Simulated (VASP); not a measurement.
# C (P6_3/mmc) in VASP: further runs

C is run at these levels: PBE; tasks: single point.

All numbers are computed with VASP 6.6.1; they aren't measurements. Logs are shortened: lines on timing, memory, paths and dates and some standing lists are left out, and cuts for length are marked.

## Step 1: The cell of the first run

It takes space group P6_3/mmc (No. 194, hexagonal). The conventional cell has a = 1.982 Å, b = 1.982 Å, c = 3.170 Å, α = 90.00°, β = 90.00°, γ = 120.00°. Within 2.6 Å of C (site symmetry -6m2) lie 12 C at 1.95 to 1.98 Å.

## Step 2: Single point, PBE

INCAR

```
SYSTEM = C
PREC = Accurate
ENCUT = 600
EDIFF = 1E-6
ISMEAR = -1
SIGMA = 0.05
LREAL = .False.
LASPH = .True.
NELM = 120
ALGO = Normal
ISIF = 2
LWAVE = .False.
LCHARG = .False.
GGA = PE
NBANDS = 11
GGA_COMPAT = .False.
```

KPOINTS

```
regular mesh
0
Gamma
  13 13 7
  0 0 0
```

POSCAR

```
C
1.0
    1.9818029671      0.0000000000      0.0000000000
   -0.9909014835      1.7162917148      0.0000000000
    0.0000000000      0.0000000000      3.1697271338
C
2
Direct
    0.3333333333      0.6666666667      0.2500000000
    0.6666666667      0.3333333333      0.7500000000
```

Potentials or basis: VASP PAW PBE potentials, release 64 (C).

The run is started by

```console
$ cat potpaw_PBE.64/C/POTCAR > POTCAR
$ mpirun -np 1 vasp_std > vasp.out
```

OUTCAR:

```text
SYSTEM = C
   PREC = Accurate
   ENCUT = 600
   EDIFF = 1E-6
   ISMEAR = -1
   LREAL = .False.
   LASPH = .True.
   NELM = 120
   ISIF = 2
   GGA = PE

 ion  position               nearest neighbor table
   1  0.333  0.667  0.250-   2 1.95   2 1.95   2 1.95   2 1.95   2 1.95   2 1.95
   2  0.667  0.333  0.750-   1 1.95   1 1.95   1 1.95   1 1.95   1 1.95   1 1.95

  LATTYP: Found a hexagonal cell.
 ALAT       =     1.9818029671
 C/A-ratio  =     1.5994158786

  Lattice vectors:

 A1 = (   1.9818029671,   0.0000000000,   0.0000000000)
 A2 = (  -0.9909014835,   1.7162917148,   0.0000000000)
 A3 = (   0.0000000000,   0.0000000000,   3.1697271338)

Analysis of symmetry for initial positions (statically):
=====================================================================
 Subroutine PRICEL returns:
 Original cell was already a primitive cell.

 Routine SETGRP: Setting up the symmetry group for a
 hexagonal supercell.

 Subroutine GETGRP returns: Found 24 space group operations
 (whereof 12 operations were pure point group operations)
 out of a pool of 24 trial point group operations.

The static configuration has the point symmetry D_3d.
 The point group associated with its full space group is D_6h.

Analysis of symmetry for dynamics (positions and initial velocities):
=====================================================================
 Subroutine PRICEL returns:
 Original cell was already a primitive cell.

 Routine SETGRP: Setting up the symmetry group for a
 hexagonal supercell.

 Subroutine GETGRP returns: Found 24 space group operations
 (whereof 12 operations were pure point group operations)
 out of a pool of 24 trial point group operations.

The dynamic configuration has the point symmetry D_3d.
 The point group associated with its full space group is D_6h.

 Subroutine INISYM returns: Found 24 space group operations
 (whereof 12 operations are pure point group operations),
 and found     1 'primitive' translations

----------------------------------------------------------------------------------------

                                     Primitive cell

  volume of cell :      10.7814

  direct lattice vectors                    reciprocal lattice vectors
     1.981802967  0.000000000  0.000000000     0.504591030  0.291325767  0.000000000
    -0.990901483  1.716291715  0.000000000     0.000000000  0.582651534  0.000000000
     0.000000000  0.000000000  3.169727134     0.000000000  0.000000000  0.315484569

  length of vectors
     1.981802967  1.981802967  3.169727134     0.582651534  0.582651534  0.315484569

  position of ions in fractional coordinates (direct lattice)
     0.333333333  0.666666667  0.250000000
     0.666666667  0.333333333  0.750000000

  ion indices of the primitive-cell ions
   primitive index   ion index
                 1           1
                 2           2

----------------------------------------------------------------------------------------

 KPOINTS: regular mesh

Automatic generation of k-mesh.
 Grid dimensions read from file:
 generate k-points for:   13   13    7

 Generating k-lattice:

  Cartesian coordinates                     Fractional coordinates (reciprocal lattice)
     0.038814695  0.022409674  0.000000000     0.076923077 -0.000000000  0.000000000
     0.000000000  0.044819349  0.000000000     0.000000000  0.076923077  0.000000000
     0.000000000  0.000000000  0.045069224     0.000000000  0.000000000  0.142857143

  Length of vectors
     0.044819349  0.044819349  0.045069224

  Shift w.r.t. Gamma in fractional coordinates (k-lattice)
     0.000000000  0.000000000  0.000000000

 Subroutine IBZKPT returns following result:
 ===========================================

 Found     84 irreducible k-points:

 Following reciprocal coordinates:
            Coordinates               Weight
  0.000000  0.000000  0.000000      1.000000
  0.076923  0.000000  0.000000      6.000000
  0.153846  0.000000  0.000000      6.000000
  0.230769  0.000000  0.000000      6.000000
  0.307692  0.000000  0.000000      6.000000
  0.384615  0.000000  0.000000      6.000000
[... 16 lines left out ...]
  0.076923  0.000000  0.142857     12.000000
  0.153846  0.000000  0.142857     12.000000
 [... further k-points ...]
   k-points           NKPTS =     84   k-points in BZ     NKDIM =     84   number of bands    NBANDS=     11
   number of dos      NEDOS =    301   number of ions     NIONS =      2
   total plane-waves  NPLWV =   7168
   dimension x,y,z NGX =    16 NGY =   16 NGZ =   28
   dimension x,y,z NGXF=    32 NGYF=   32 NGZF=   56
   ions per type =               2
   NGX,Y,Z   is equivalent  to a cutoff of  13.42, 13.42, 14.69 a.u.
   NGXF,Y,Z  is equivalent  to a cutoff of  26.84, 26.84, 29.37 a.u.
 SYSTEM =  C
   PREC   = accura    normal or accurate (medium, high low for compatibility)
   ISTART =      0    job   : 0-new  1-cont  2-samecut
   ICHARG =      2    charge: 1-file 2-atom 10-const
   ISPIN  =      1    spin polarized calculation?
   LNONCOLLINEAR =      F non collinear calculations
   LSORBIT =      F    spin-orbit coupling
   LASPH  =      T    aspherical Exc in radial PAW
   ENCUT  =  600.0 eV  44.10 Ry    6.64 a.u.   3.96  3.96  6.33*2*pi/ulx,y,z
   NELM   =    120;   NELMIN=  2; NELMDL= -5     # of ELM steps
   EDIFF  = 0.1E-05   stopping-criterion for ELM
   LREAL  =      F    real-space projection
   EDIFFG = 0.1E-04   stopping-criterion for IOM
   NSW    =      0    number of steps for IOM
   IBRION =     -1    ionic relax: 0-MD 1-quasi-New 2-CG
   NFREE  =      0    steps in history (QN), initial steepest desc. (CG)
   ISIF   =      2    stress and relaxation
   ISYM   =      2    0-nonsym 1-usesym 2-fastsym
   POTIM  = 0.5000    time-step for ionic-motion
   TEBEG  =    0.0;   TEEND  =   0.0 temperature during run
   PSTRESS=    0.0 pullay stress
   NELECT =       8.0000    total number of electrons
   NUPDOWN=      -1.0000    fix difference up-down
   EMIN   =  10.00;   EMAX   =-10.00  energy-range for DOS
   EFERMI =   0.00;   METHOD = LEGACY
   ISMEAR =    -1;   SIGMA  =   0.05  broadening in eV -4-tet -1-fermi 0-gaus
   EFERMI_NEDOS =   21; number of points for ismear=-14 and -15
   IALGO  =     38    algorithm
   IMIX   =      4    mixing-type and parameters
     AMIX     =   0.40;   BMIX     =  1.00
     AMIX_MAG =   1.60;   BMIX_MAG =  1.00
  volume/ion in A,a.u.               =       5.39        36.38
  Fermi-wavevector in a.u.,A,eV,Ry     =   1.482110  2.800781 29.887225  2.196649
  Thomas-Fermi vector in A             =   2.595937
   LORBIT       =      0    0 simple, 1 ext, 2 COOP (PROOUT), +10 PAW based schemes
   GGA     = PE    functional components
   LHFCALC =     F    Hartree Fock is set to
   AEXX    =    0.0000 exact exchange contribution
   IVDW    =     0    specifies the selected vdW correction
   LEPSILON=     F    determine dielectric tensor
   LRPA    =     F    only Hartree local field effects (RPA)
 non-spin polarized calculation
  energy-cutoff  :      600.00
  volume of cell :       10.78
 maximum number of plane-waves:       373
 NGX is ok and might be reduce to    16
   NGX =  7   NGY =  7   NGZ = 13

 number of electron       8.0000000 magnetization

 Free energy of the ion-electron system (eV)
  ---------------------------------------------------
  ext. energy  EPLUGINS =         0.00000000
  ---------------------------------------------------
  free energy    TOTEN  =        -8.99774903 eV

  energy without entropy =       -8.99411587  energy(sigma->0) =       -8.99593245

 E-fermi :  12.2954     XC(G=0): -14.2048

 val. band max:       12.0437331843   @ k =   0.2308   0.1538   0.1429
 cond. band min:      12.3376741743   @ k =   0.4615   0.0000   0.0000
 fundamental gap:      0.2939409900
 Fermi energy:        12.2954497361

 k-point     1 :       0.0000    0.0000    0.0000
  band No.  band energies     occupation
      1     -11.0516      2.00000
      2       0.3264      2.00000
      3       2.1568      2.00000
      4      20.0221      0.00000
      5      20.0221      0.00000
      6      22.5896      0.00000
      7      22.5896      0.00000
      8      23.3646      0.00000
      9      41.0256      0.00000
     10      44.2707      0.00000
     11      44.4782      0.00000

 k-point     2 :       0.0769    0.0000    0.0000
  band No.  band energies     occupation
      1     -10.8003      2.00000
      2       0.5930      2.00000
      3       2.3558      2.00000
      4      18.9107      0.00000
      5      19.4567      0.00000
      6      22.2498      0.00000
      7      22.6167      0.00000
      8      23.1833      0.00000
      9      40.1728      0.00000
     10      41.3676      0.00000
     11      45.2259      0.00000

 k-point     3 :       0.1538    0.0000    0.0000
  band No.  band energies     occupation
      1     -10.0469      2.00000
      2       1.3859      2.00000
      3       2.9479      2.00000
      4      16.1061      0.00000
      5      18.2346      0.00000
      6      21.1652      0.00000
      7      22.4234      0.00000
      8      22.5621      0.00000
      9      36.6143      0.00000
     10      41.6469      0.00000
     11      42.5377      0.00000

 k-point     4 :       0.2308    0.0000    0.0000
  band No.  band energies     occupation
      1      -8.7948      2.00000
      2       2.6875      2.00000
      3       3.9142      2.00000
      4      12.4707      0.05832
      5      16.9116      0.00000
      6      19.4068      0.00000
      7      21.3051      0.00000
      8      21.9240      0.00000
      9      33.5602      0.00000
     10      38.3073      0.00000
     11      42.1753      0.00000
[... 239 lines left out ...]
 k-point    22 :       0.0000    0.0000    0.1429
  band No.  band energies     occupation
      1     -10.7977      2.00000
      2      -2.0762      2.00000
      3       4.9663      2.00000
      4      20.1473      0.00000
      5      20.1473      0.00000
      6      22.4663      0.00000
      7      22.4663      0.00000
      8      22.5563      0.00000
      9      40.9705      0.00000
     10      44.1720      0.00000
     11      44.3257      0.00000

 k-point    23 :       0.0769    0.0000    0.1429
  band No.  band energies     occupation
      1     -10.5466      2.00000
      2      -1.8297      2.00000
      3       5.1802      2.00000
      4      19.0584      0.00000
      5      19.6002      0.00000
      6      22.0702      0.00000
      7      22.4342      0.00000
      8      22.4493      0.00000
      9      40.1028      0.00000
     10      41.2922      0.00000
     11      44.8622      0.00000

 k-point    24 :       0.1538    0.0000    0.1429
  band No.  band energies     occupation
      1      -9.7938      2.00000
      2      -1.0941      2.00000
      3       5.8165      2.00000
      4      16.2881      0.00000
      5      18.4067      0.00000
      6      20.7921      0.00000
      7      22.0424      0.00000
      8      22.1697      0.00000
      9      36.5975      0.00000
     10      40.6578      0.00000
     11      43.1448      0.00000

 [... further k-points ...]
[... 5 lines left out ...]
  --------------------------------------------------------------------------------------
  -------------------------------------------------------------------------------------
  Total        4.0352084      4.0352084      4.0364286      0.0000000     -0.0000000      0.0000000
  in kB      599.6572597    599.6572597    599.8385895      0.0000000     -0.0000000      0.0000000
  external PRESSURE =     599.7177029 kB  Pullay stress =       0.0000000 kB

 VOLUME and BASIS-vectors are now :
 -----------------------------------------------------------------------------
  energy-cutoff  :      600.00
  volume of cell :       10.78
      direct lattice vectors                 reciprocal lattice vectors
     1.981802967  0.000000000  0.000000000     0.504591030  0.291325767  0.000000000
    -0.990901483  1.716291715  0.000000000     0.000000000  0.582651534  0.000000000
     0.000000000  0.000000000  3.169727134     0.000000000  0.000000000  0.315484569

 POSITION                                       TOTAL-FORCE (eV/Angst)
 -----------------------------------------------------------------------------------
     -0.00000      1.14419      0.79243        -0.000000      0.000000      0.000000
      0.99090      0.57210      2.37730         0.000000     -0.000000      0.000000
 -----------------------------------------------------------------------------------
    total drift:                               -0.000000      0.000000      0.000000

  FREE ENERGIE OF THE ION-ELECTRON SYSTEM (eV)
  ---------------------------------------------------
  free  energy   TOTEN  =        -8.9977490260 eV

  energy  without entropy=       -8.9941158728  energy(sigma->0) =       -8.99593245
```

It used 6 s of CPU time on 1 thread of AMD EPYC 9R45 (Zen 5) (shared host).

What came out:

```
Free energy            : -8.9977 eV
Pressure               : 60.0 GPa
Band gap on the k mesh : zero (band 4 reaches 20.25 eV, above the bottom of band 5 at 7.71 eV)
```

Levels at points of the mesh, in eV from the Fermi level:
```csv
k point,band 2,band 3,band 4,band 5,band 6,band 7
"(0.00, 0.00, 0.00)",-11.97,-10.14,7.73,7.73,10.29,10.29
```

## Step 3: Single point, PBE

This run uses another cell than the first one, of 5.72 Å³/atom, 1.061 times its volume.

INCAR

```
SYSTEM = C
PREC = Accurate
ENCUT = 600
EDIFF = 1E-6
ISMEAR = -1
SIGMA = 0.05
LREAL = .FALSE.
LASPH = .TRUE.
NELM = 120
ALGO = Normal
ISIF = 2
LWAVE = .FALSE.
LCHARG = .FALSE.
GGA = PE
NBANDS = 11
GGA_COMPAT = .FALSE.
```

KPOINTS

```
regular mesh
0
G
  13 13 7
  0 0 0
```

POSCAR

```
C
1.0
    2.0212244902      0.0000000000      0.0000000000
   -1.0106122451      1.7504317553      0.0000000000
    0.0000000000      0.0000000000      3.2324047623
C
2
Direct
    0.3333333333      0.6666666667      0.2500000000
    0.6666666667      0.3333333333      0.7500000000
```

Potentials or basis: VASP PAW PBE potentials, release 64 (C).

The run is started by

```console
$ cat potpaw_PBE.64/C/POTCAR > POTCAR
$ mpirun -np 1 vasp_std > vasp.out
```

It used 5.7 s of CPU time on 1 thread of AMD EPYC 9R45 (Zen 5), on a shared host.

Results (log left out):

```yaml
Free_energy: -9.2026 eV
Pressure: 39.9 GPa
Band_gap_on_the_k_mesh: zero (band 4 reaches 18.83 eV, above the bottom of band 5 at 6.69 eV)
```

Levels at points of the mesh, in eV from the Fermi level:
| k point | band 2 | band 3 | band 4 | band 5 | band 6 | band 7 |
| --- | --- | --- | --- | --- | --- | --- |
| (0.00, 0.00, 0.00) | -11.20 | -9.86 | 7.37 | 7.37 | 9.78 | 9.78 |

## Step 4: Single point, PBE

This run uses another cell than the first one, of 6.17 Å³/atom, 1.145 times its volume.

INCAR

```
SYSTEM = C
PREC = Accurate ; ENCUT = 600
EDIFF = 1E-6 ; ISMEAR = -1
SIGMA = 0.05 ; LREAL = .False.
LASPH = .True. ; NELM = 120
ALGO = Normal ; ISIF = 2
LWAVE = .False. ; LCHARG = .False.
GGA = PE ; NBANDS = 11
GGA_COMPAT = .False.
```

KPOINTS

```
regular mesh
0
Gamma
  13 13 7
  0 0 0
```

POSCAR

```
C
1.0
    2.0704308669      0.0000000000      0.0000000000
   -1.0352154334      1.7930457275      0.0000000000
    0.0000000000      0.0000000000      3.3247090837
C
2
Direct
    0.3333333333      0.6666666667      0.2500000000
    0.6666666667      0.3333333333      0.7500000000
```

The run is started by

```console
$ cat potpaw_PBE.64/C/POTCAR > POTCAR
$ mpirun -np 1 vasp_std > vasp.out
```

It used 7.4 s of CPU time on 1 thread of AMD EPYC 9R45 (Zen 5) (shared host).

The run converged. Its results:

* Free energy: -9.3708 eV
* Pressure: 19.9 GPa
* Band gap on the k mesh: zero (band 4 reaches 17.10 eV, above the bottom of band 5 at 5.50 eV)

Levels at points of the mesh, in eV from the Fermi level:
| k point | band 1 | band 2 | band 3 | band 4 | band 5 | band 6 | band 7 | band 8 | band 9 |
| --- | --- | --- | --- | --- | --- | --- | --- | --- | --- |
| (0.00, 0.00, 0.00) | -21.11 | -10.29 | -9.63 | 6.99 | 6.99 | 9.18 | 9.18 | 9.73 | 26.38 |

## Step 5: Single point, PBE

This run uses another cell than the first one, of 11.31 Å³/atom, 2.097 times its volume.

INCAR

```
PREC     = Accurate       # precision mode
ENCUT    = 600            # plane-wave cutoff, eV
EDIFF    = 1E-6           # SCF threshold, eV
ISMEAR   = -1             # smearing method
SIGMA    = 0.05           # smearing width, eV
LREAL    = False          # projectors in reciprocal space
LASPH    = True           # aspherical terms in the spheres
NELM     = 120            # most SCF steps
ALGO     = Normal         # electronic algorithm
ISIF     = 2              # what is computed and relaxed
LWAVE    = False          # write WAVECAR
LCHARG   = False          # write CHGCAR
GGA      = PE             # functional
NBANDS   = 11             # bands
GGA_COMPAT= False
```

KPOINTS

```
Automatic mesh
0
Gamma
  13 13 7
```

POSCAR

```
C
1.0
    1.7295526202      0.0000000000      0.0000000000
   -0.8647763101      1.4978365062      0.0000000000
    0.0000000000      0.0000000000      8.7281639877
C
2
Direct
    0.3333333333      0.6666666667      0.2500000000
    0.6666666667      0.3333333333      0.7500000000
```

The run is started by

```console
$ cat potpaw_PBE.64/C/POTCAR > POTCAR
$ mpirun -np 1 vasp_std > vasp.out
```

It used 12 s of CPU time on 1 thread of AMD EPYC 9R45 (Zen 5) (shared host).

Results (log left out):

```yaml
Free_energy: -10.6110 eV
Pressure: -0.2 GPa
Band_gap_on_the_k_mesh: zero (band 4 reaches 4.00 eV, above the bottom of band 5 at 3.13 eV)
```

Stress tensor (GPa, compression positive):
```
-0.29  0.00  0.00
 0.00 -0.29  0.00
 0.00  0.00 -0.14
```

Levels at points of the mesh, in eV from the Fermi level:
| k point | band 1 | band 2 | band 3 | band 4 | band 5 | band 6 | band 7 | band 8 | band 9 |
| --- | --- | --- | --- | --- | --- | --- | --- | --- | --- |
| (0.00, 0.00, 0.00) | -21.05 | -21.03 | -8.61 | -8.21 | 2.57 | 5.95 | 9.15 | 15.83 | 15.83 |

Caveat: this functional lacks dispersion, which binds the layers, so the pressure and a relaxed spacing across them are unreliable.

## Step 6: Summary

```tsv
cell	gap on the mesh (eV)	pressure (GPa)
a = 1.982, b = 1.982, c = 3.170 Å, angles 90.0, 90.0, 120.0°, 2 atoms	none	60.0
a = 2.021, b = 2.021, c = 3.232 Å, angles 90.0, 90.0, 120.0°, 2 atoms	none	39.9
a = 2.070, b = 2.070, c = 3.325 Å, angles 90.0, 90.0, 120.0°, 2 atoms	none	19.9
a = 1.730, b = 1.730, c = 8.728 Å, angles 90.0, 90.0, 120.0°, 2 atoms	none	-0.2
```

Alike in all rows: task single point; level PBE; potentials or basis VASP PAW PBE potentials, release 64 (C); no spin polarisation; k mesh 13 × 13 × 7; cutoff (eV) 600; smearing fermi-dirac 0.05 eV.

Caveats: this functional lacks dispersion, which binds the layers, so the pressure and a relaxed spacing across them are unreliable (some runs).

Absolute energies hang on the potentials; compare differences alone.
